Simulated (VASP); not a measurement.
# Si3GeC4 (P-43m) in VASP: single point with PBE

Aim: the single point of Si3GeC4 with PBE.

Everything below comes from runs of VASP 6.6.1. Logs are shortened: lines on timing, memory, paths and dates and some standing lists are left out, and cuts for length are marked.

### 1 The cell of the first run

It takes space group P-43m (No. 215, cubic). The conventional cell has a = 4.435 Å, b = 4.435 Å, c = 4.435 Å, α = 90.00°, β = 90.00°, γ = 90.00°. Si (site symmetry -42m) has 4 C at 1.90 Å within 2.5 Å. Within 2.6 Å of Ge (site symmetry -43m) lie 4 C at 1.98 Å. Within 2.5 Å of C (site symmetry 3m) lie 3 Si at 1.90 Å and 1 Ge at 1.98 Å.

### 2 Single point, PBE

File INCAR:

```
SYSTEM = Si3GeC4
  ALGO = Normal
  EDIFF = 1E-6
  ENCUT = 520
  GGA = PE
  ISIF = 2
  ISMEAR = 0
  LASPH = .True.
  LCHARG = .False.
  LREAL = .False.
  LWAVE = .False.
  NBANDS = 31
  NELM = 60
  PREC = Accurate
  SIGMA = 0.02
```

File KPOINTS:

```
k-points
0
Gamma
  6 6 6
  0 0 0
```

File POSCAR:

```
Si3GeC4
1.0
    4.4353776563      0.0000000000      0.0000000000
    0.0000000000      4.4353776563      0.0000000000
    0.0000000000      0.0000000000      4.4353776563
Si Ge C
3 1 4
Direct
    0.0000000000      0.5000000000      0.0000000000
    0.0000000000      0.0000000000      0.5000000000
    0.5000000000      0.0000000000      0.0000000000
    0.5000000000      0.5000000000      0.5000000000
    0.2428483730      0.7571516270      0.7571516270
    0.2428483730      0.2428483730      0.2428483730
    0.7571516270      0.7571516270      0.2428483730
    0.7571516270      0.2428483730      0.7571516270
```

Potentials or basis: VASP PAW PBE potentials, release 64 (Si, Ge_d, C).

Started as:

```sh
cat potpaw_PBE.64/Si/POTCAR potpaw_PBE.64/Ge_d/POTCAR potpaw_PBE.64/C/POTCAR > POTCAR
mpirun -np 1 vasp_std > vasp.out
```

OUTCAR:

```text
SYSTEM = Si3GeC4
   EDIFF = 1E-6
   ENCUT = 520
   GGA = PE
   ISIF = 2
   ISMEAR = 0
   LASPH = .True.
   LREAL = .False.
   NELM = 60
   PREC = Accurate

 ion  position               nearest neighbor table
   1  0.000  0.500  0.000-   5 1.90   6 1.90   7 1.90   8 1.90   2 3.14   3 3.14   2 3.14   2 3.14
                             3 3.14   2 3.14   3 3.14   3 3.14
   2  0.000  0.000  0.500-   5 1.90   6 1.90   7 1.90   8 1.90   1 3.14   3 3.14   1 3.14   3 3.14
                             1 3.14   1 3.14   3 3.14   3 3.14
   3  0.500  0.000  0.000-   5 1.90   6 1.90   7 1.90   8 1.90   1 3.14   2 3.14   2 3.14   1 3.14
                             1 3.14   2 3.14   2 3.14   1 3.14
   4  0.500  0.500  0.500-   5 1.98   6 1.98   7 1.98   8 1.98
   5  0.243  0.757  0.757-   1 1.90   2 1.90   3 1.90   4 1.98
   6  0.243  0.243  0.243-   1 1.90   2 1.90   3 1.90   4 1.98
   7  0.757  0.757  0.243-   1 1.90   2 1.90   3 1.90   4 1.98
   8  0.757  0.243  0.757-   1 1.90   2 1.90   3 1.90   4 1.98

  LATTYP: Found a simple cubic cell.
 ALAT       =     4.4353776563

  Lattice vectors:

 A1 = (   4.4353776563,   0.0000000000,   0.0000000000)
 A2 = (   0.0000000000,   4.4353776563,   0.0000000000)
 A3 = (   0.0000000000,   0.0000000000,   4.4353776563)

Analysis of symmetry for initial positions (statically):
=====================================================================
 Subroutine PRICEL returns:
 Original cell was already a primitive cell.

 Routine SETGRP: Setting up the symmetry group for a
 simple cubic supercell.

 Subroutine GETGRP returns: Found 24 space group operations
 (whereof 24 operations were pure point group operations)
 out of a pool of 48 trial point group operations.

The static configuration has the point symmetry T_d .

Analysis of symmetry for dynamics (positions and initial velocities):
=====================================================================
 Subroutine PRICEL returns:
 Original cell was already a primitive cell.

 Routine SETGRP: Setting up the symmetry group for a
 simple cubic supercell.

 Subroutine GETGRP returns: Found 24 space group operations
 (whereof 24 operations were pure point group operations)
 out of a pool of 48 trial point group operations.

The dynamic configuration has the point symmetry T_d .

 Subroutine INISYM returns: Found 24 space group operations
 (whereof 24 operations are pure point group operations),
 and found     1 'primitive' translations

----------------------------------------------------------------------------------------

                                     Primitive cell

  volume of cell :      87.2553

  direct lattice vectors                    reciprocal lattice vectors
     4.435377656  0.000000000  0.000000000     0.225459944  0.000000000  0.000000000
     0.000000000  4.435377656  0.000000000     0.000000000  0.225459944  0.000000000
     0.000000000  0.000000000  4.435377656     0.000000000  0.000000000  0.225459944

  length of vectors
     4.435377656  4.435377656  4.435377656     0.225459944  0.225459944  0.225459944

  position of ions in fractional coordinates (direct lattice)
     0.000000000  0.500000000  0.000000000
     0.000000000  0.000000000  0.500000000
     0.500000000  0.000000000  0.000000000
     0.500000000  0.500000000  0.500000000
     0.242848373  0.757151627  0.757151627
     0.242848373  0.242848373  0.242848373
     0.757151627  0.757151627  0.242848373
     0.757151627  0.242848373  0.757151627

  ion indices of the primitive-cell ions
   primitive index   ion index
                 1           1
                 2           2
                 3           3
                 4           4
                 5           5
                 6           6
                 7           7
                 8           8

----------------------------------------------------------------------------------------

 KPOINTS: k-points

Automatic generation of k-mesh.
 Grid dimensions read from file:
 generate k-points for:    6    6    6

 Generating k-lattice:

  Cartesian coordinates                     Fractional coordinates (reciprocal lattice)
     0.037576657  0.000000000  0.000000000     0.166666667  0.000000000  0.000000000
     0.000000000  0.037576657  0.000000000     0.000000000  0.166666667  0.000000000
     0.000000000  0.000000000  0.037576657     0.000000000  0.000000000  0.166666667

  Length of vectors
     0.037576657  0.037576657  0.037576657

  Shift w.r.t. Gamma in fractional coordinates (k-lattice)
     0.000000000  0.000000000  0.000000000

 Subroutine IBZKPT returns following result:
 ===========================================

 Found     20 irreducible k-points:

 Following reciprocal coordinates:
            Coordinates               Weight
  0.000000  0.000000  0.000000      1.000000
  0.166667  0.000000  0.000000      6.000000
  0.333333  0.000000  0.000000      6.000000
  0.500000  0.000000  0.000000      3.000000
  0.166667  0.166667  0.000000     12.000000
  0.333333  0.166667  0.000000     24.000000
[... 12 lines left out ...]
  0.500000  0.500000  0.333333      6.000000
  0.500000  0.500000  0.500000      1.000000
   k-points           NKPTS =     20   k-points in BZ     NKDIM =     20   number of bands    NBANDS=     31
   number of dos      NEDOS =    301   number of ions     NIONS =      8
   total plane-waves  NPLWV =  46656
   dimension x,y,z NGX =    36 NGY =   36 NGZ =   36
   dimension x,y,z NGXF=    72 NGYF=   72 NGZF=   72
   ions per type =               3   1   4
   NGX,Y,Z   is equivalent  to a cutoff of  13.49, 13.49, 13.49 a.u.
   NGXF,Y,Z  is equivalent  to a cutoff of  26.99, 26.99, 26.99 a.u.
 SYSTEM =  Si3GeC4
   PREC   = accura    normal or accurate (medium, high low for compatibility)
   ISTART =      0    job   : 0-new  1-cont  2-samecut
   ICHARG =      2    charge: 1-file 2-atom 10-const
   ISPIN  =      1    spin polarized calculation?
   LNONCOLLINEAR =      F non collinear calculations
   LSORBIT =      F    spin-orbit coupling
   LASPH  =      T    aspherical Exc in radial PAW
   ENCUT  =  520.0 eV  38.22 Ry    6.18 a.u.   8.25  8.25  8.25*2*pi/ulx,y,z
   NELM   =     60;   NELMIN=  2; NELMDL= -5     # of ELM steps
   EDIFF  = 0.1E-05   stopping-criterion for ELM
   LREAL  =      F    real-space projection
   EDIFFG = 0.1E-04   stopping-criterion for IOM
   NSW    =      0    number of steps for IOM
   IBRION =     -1    ionic relax: 0-MD 1-quasi-New 2-CG
   NFREE  =      0    steps in history (QN), initial steepest desc. (CG)
   ISIF   =      2    stress and relaxation
   ISYM   =      2    0-nonsym 1-usesym 2-fastsym
   POTIM  = 0.5000    time-step for ionic-motion
   TEBEG  =    0.0;   TEEND  =   0.0 temperature during run
   PSTRESS=    0.0 pullay stress
   NELECT =      42.0000    total number of electrons
   NUPDOWN=      -1.0000    fix difference up-down
   EMIN   =  10.00;   EMAX   =-10.00  energy-range for DOS
   EFERMI =   0.00;   METHOD = LEGACY
   ISMEAR =     0;   SIGMA  =   0.02  broadening in eV -4-tet -1-fermi 0-gaus
   EFERMI_NEDOS =   21; number of points for ismear=-14 and -15
   IALGO  =     38    algorithm
   IMIX   =      4    mixing-type and parameters
     AMIX     =   0.40;   BMIX     =  1.00
     AMIX_MAG =   1.60;   BMIX_MAG =  1.00
  volume/ion in A,a.u.               =      10.91        73.60
  Fermi-wavevector in a.u.,A,eV,Ry     =   1.283002  2.424522 22.396469  1.646094
  Thomas-Fermi vector in A             =   2.415280
   LORBIT       =      0    0 simple, 1 ext, 2 COOP (PROOUT), +10 PAW based schemes
   GGA     = PE    functional components
   LHFCALC =     F    Hartree Fock is set to
   AEXX    =    0.0000 exact exchange contribution
   IVDW    =     0    specifies the selected vdW correction
   LEPSILON=     F    determine dielectric tensor
   LRPA    =     F    only Hartree local field effects (RPA)
 non-spin polarized calculation
 Gauss-broadening in eV      SIGMA  =   0.02
  energy-cutoff  :      520.00
  volume of cell :       87.26
 maximum number of plane-waves:      2373
 NGX is ok and might be reduce to    36
   NGX = 17   NGY = 17   NGZ = 17

 number of electron      42.0000001 magnetization

 Free energy of the ion-electron system (eV)
  ---------------------------------------------------
  ext. energy  EPLUGINS =         0.00000000
  ---------------------------------------------------
  free energy    TOTEN  =       -57.99672960 eV

  energy without entropy =      -57.99672960  energy(sigma->0) =      -57.99672960

 E-fermi :   7.7287     XC(G=0): -11.3833

 val. band max:        7.5601636388   @ k =   0.0000   0.0000   0.0000
 cond. band min:       9.1971317596   @ k =   0.0000   0.0000   0.0000
 fundamental gap:      1.6369681208
 Fermi energy:         7.7287228526

 k-point     1 :       0.0000    0.0000    0.0000
  band No.  band energies     occupation
      1     -16.1675      2.00000
      2     -16.1675      2.00000
      3     -16.1675      2.00000
      4     -16.1090      2.00000
      5     -16.1090      2.00000
      6      -7.7035      2.00000
[... 23 lines left out ...]
     30      14.5539      0.00000
     31      14.5539      0.00000

 k-point     2 :       0.1667    0.0000    0.0000
  band No.  band energies     occupation
      1     -16.1679      2.00000
      2     -16.1679      2.00000
      3     -16.1676      2.00000
      4     -16.1089      2.00000
      5     -16.1083      2.00000
      6      -7.5269      2.00000
[... 23 lines left out ...]
     30      15.0618      0.00000
     31      15.0618      0.00000

 k-point     3 :       0.3333    0.0000    0.0000
  band No.  band energies     occupation
      1     -16.1686      2.00000
      2     -16.1686      2.00000
      3     -16.1676      2.00000
      4     -16.1088      2.00000
      5     -16.1071      2.00000
      6      -7.0020      2.00000
[... 567 lines left out ...]
     30      14.8785      0.00000
     31      15.0242      0.00000

 k-point    20 :       0.5000    0.5000    0.5000
  band No.  band energies     occupation
      1     -16.1708      2.00000
      2     -16.1708      2.00000
      3     -16.1708      2.00000
      4     -16.1049      2.00000
      5     -16.1049      2.00000
      6      -4.4484      2.00000
[... 23 lines left out ...]
     30      14.7429      0.00000
     31      14.7432      0.00000

------------------------ aborting loop because EDIFF is reached ----------------------------------------

  FORCE on cell =-STRESS in cart. coord.  units (eV):
  Direction    XX          YY          ZZ          XY          YZ          ZX
  --------------------------------------------------------------------------------------
  -------------------------------------------------------------------------------------
  Total       -0.0398423     -0.0398423     -0.0398423     -0.0000000      0.0000000      0.0000000
  in kB       -0.7315814     -0.7315814     -0.7315814     -0.0000000      0.0000000      0.0000000
  external PRESSURE =      -0.7315814 kB  Pullay stress =       0.0000000 kB

 VOLUME and BASIS-vectors are now :
 -----------------------------------------------------------------------------
  energy-cutoff  :      520.00
  volume of cell :       87.26
      direct lattice vectors                 reciprocal lattice vectors
     4.435377656  0.000000000  0.000000000     0.225459944  0.000000000  0.000000000
     0.000000000  4.435377656  0.000000000     0.000000000  0.225459944  0.000000000
     0.000000000  0.000000000  4.435377656     0.000000000  0.000000000  0.225459944

 POSITION                                       TOTAL-FORCE (eV/Angst)
 -----------------------------------------------------------------------------------
      0.00000      2.21769      0.00000         0.000000     -0.000000     -0.000000
      0.00000      0.00000      2.21769         0.000000     -0.000000     -0.000000
      2.21769      0.00000      0.00000         0.000000     -0.000000     -0.000000
      2.21769      2.21769      2.21769         0.000000     -0.000000      0.000000
      1.07712      3.35825      3.35825         0.006437     -0.006437     -0.006437
      1.07712      1.07712      1.07712         0.006437      0.006437      0.006437
      3.35825      3.35825      1.07712        -0.006437     -0.006437      0.006437
      3.35825      1.07712      3.35825        -0.006437      0.006437     -0.006437
 -----------------------------------------------------------------------------------
    total drift:                               -0.000000     -0.000000      0.000000

  FREE ENERGIE OF THE ION-ELECTRON SYSTEM (eV)
  ---------------------------------------------------
  free  energy   TOTEN  =       -57.9967295966 eV

  energy  without entropy=      -57.9967295966  energy(sigma->0) =      -57.99672960
```

Run time: 48 s. Hardware: 1 thread of Intel Xeon 8259CL, shared host; peak memory 0.22 GiB.

What came out:

| Item | Value |
| --- | --- |
| Free energy | -57.9967 eV |
| Pressure | -0.1 GPa |
| Largest force | 0.011 eV/Å |
| Band gap on the k mesh | 1.64 eV |

Forces on the atoms (eV/Å):
```
Si   0.000  0.000  0.000
Si   0.000  0.000  0.000
Si   0.000  0.000  0.000
Ge   0.000  0.000  0.000
C    0.006 -0.006 -0.006
C    0.006  0.006  0.006
C   -0.006 -0.006  0.006
C   -0.006  0.006 -0.006
```

Levels at points of the mesh, in eV from the valence-band top:
```
           k point  band 18  band 19  band 20  band 21  band 22  band 23  band 24  band 25
(0.00, 0.00, 0.00)    -3.12     0.00     0.00     0.00     1.64     1.64     1.64     3.26
(0.50, 0.00, 0.00)    -2.04    -2.04    -1.75    -1.75     3.72     4.08     5.28     5.28
(0.50, 0.50, 0.00)    -1.50    -1.15    -1.04    -1.04     5.17     5.17     5.44     5.65
(0.50, 0.50, 0.50)    -1.22    -0.78    -0.78    -0.78     4.17     5.02     5.02     5.02
```
